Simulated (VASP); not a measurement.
Set up this calculation in VASP 6.6.1, as the native input.

- Task: single point
- Functional: LDA
- Potentials or basis: VASP PAW LDA potentials, release 64 (Li_sv, Nb_sv, O)
- Cutoff: 520 eV
- k mesh: 6 × 6 × 6
- Occupations: gaussian, width 0.1 eV
- Spin: no spin polarisation
- Dipole correction: no
- Further INCAR settings: ALGO = Normal; EDIFF = 1e-06; NBANDS = 45

The structure of LiNbO3 lies in POSCAR:

```
LiNbO3
1.0
    2.5770834800      1.4878798400      4.6625706200
   -2.5770834800      1.4878798400      4.6625706200
    0.0000000000     -2.9757596800      4.6625706200
Li Nb O
2 2 6
Direct
    0.7054734700      0.7054734700      0.7054734700
    0.2054734700      0.2054734700      0.2054734700
    0.9875072800      0.9875072800      0.9875072800
    0.4875072800      0.4875072800      0.4875072800
    0.8824795800      0.2700917500      0.6208967100
    0.6208967100      0.8824795800      0.2700917500
    0.2700917500      0.6208967100      0.8824795800
    0.7700917500      0.3824795800      0.1208967100
    0.3824795800      0.1208967100      0.7700917500
    0.1208967100      0.7700917500      0.3824795800
```

These files were run (other wordings do the same):

INCAR

```
SYSTEM = LiNbO3
PREC = Accurate
ENCUT = 520
EDIFF = 1E-6
ISMEAR = 0
SIGMA = 0.1
LREAL = .FALSE.
LASPH = .TRUE.
NELM = 100
ALGO = Normal
ISIF = 2
LWAVE = .FALSE.
LCHARG = .FALSE.
GGA = CA
NBANDS = 45
```

KPOINTS

```
Automatic mesh
0
G
  6 6 6
  0 0 0
```

Potentials or basis: VASP PAW LDA potentials, release 64 (Li_sv, Nb_sv, O).

Launch:

```sh
$ cat potpaw_LDA.64/Li_sv/POTCAR potpaw_LDA.64/Nb_sv/POTCAR potpaw_LDA.64/O/POTCAR > POTCAR
$ mpirun -np 1 vasp_std > vasp.out
```

It gave:

| Property | Result |
| --- | --- |
| Largest force | 0.566 eV/Å |
| Band gap on the k mesh | 3.40 eV (least direct gap 3.45 eV) |

It took 3.3 min on 1 thread of Intel(R) Xeon(R) Platinum 8488C (Sapphire Rapids), with other jobs on the host, peak memory 0.29 GiB.
